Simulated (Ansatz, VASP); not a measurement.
## One calculation of MgH2, two programs

INCAR

```
  ALGO = Normal
  EDIFF = 1E-7
  ENCUT = 520
  GGA = PE
  ISIF = 2
  ISMEAR = 0
  LASPH = T
  LCHARG = F
  LREAL = F
  LWAVE = F
  NBANDS = 13
  NELM = 80
  PREC = Accurate
  SIGMA = 0.01
```

Contents of KPOINTS:

```
k-points
0
Gamma
  6 6 8
```

Contents of POSCAR:

```
MgH2
1.0
    4.4239688434      0.0000000000      0.0000000000
    0.0000000000      4.4239688434      0.0000000000
    0.0000000000      0.0000000000      2.9511790282
Mg H
2 4
Direct
    0.0000000000      0.0000000000      0.0000000000
    0.5000000000      0.5000000000      0.5000000000
    0.3044145892      0.3044145892      0.0000000000
    0.1955854108      0.8044145892      0.5000000000
    0.8044145892      0.1955854108      0.5000000000
    0.6955854108      0.6955854108      0.0000000000
```

Input for Ansatz:

```yaml
crystal:
  lattice:
    - [4.4239688434, 0.0, 0.0]
    - [0.0, 4.4239688434, 0.0]
    - [0.0, 0.0, 2.9511790282]
  atoms:
    - { symbol: Mg, position: [0.0, 0.0, 0.0] }
    - { symbol: Mg, position: [0.5, 0.5, 0.5] }
    - { symbol: H, position: [0.3044145892, 0.3044145892, 0.0] }
    - { symbol: H, position: [0.1955854108, 0.8044145892, 0.5] }
    - { symbol: H, position: [0.8044145892, 0.1955854108, 0.5] }
    - { symbol: H, position: [0.6955854108, 0.6955854108, 0.0] }
kpoints:
  mp_grid: { grid: [6, 6, 8] }
hamiltonian:
  xc: pbe
scf:
  occupations: { method: fixed }
  n_extra_bands: 5
output:
  forces: true
  stress: true
  eigenvalues: true
```

Alike in both runs: task single point; functional PBE; k mesh 6 × 6 × 8; no spin polarisation.

```csv
,VASP,Ansatz
version,VASP 6.6.1,Ansatz 0.2.0
potentials or method,"VASP PAW PBE potentials, release 64 (Mg, H)","plane waves, PAW"
plane-wave cutoff (eV),520,420
occupations,"gaussian, width 0.01 eV",fixed
valence electrons in the cell,8,24
```

Ansatz gave:

* gap on the k mesh at the Fermi level (eV): 3.94
* pressure (GPa): 3.6
* traceless stress, the component that is largest in VASP (GPa): 0.86
* rms of the force components (eV/Å): 0.011

Problem. What did VASP give for the same quantities?

Solution. gap on the k mesh at the Fermi level (eV): 3.93; pressure (GPa): 3.3; traceless stress, the component that is largest in VASP (GPa): 0.81; rms of the force components (eV/Å): 0.011.

Atom by atom the forces differ by 0.000 eV/Å (rms over components). VASP's potentials hold 8 valence electrons a cell and Ansatz's 24, so a difference there can come from the potentials and not from the codes.
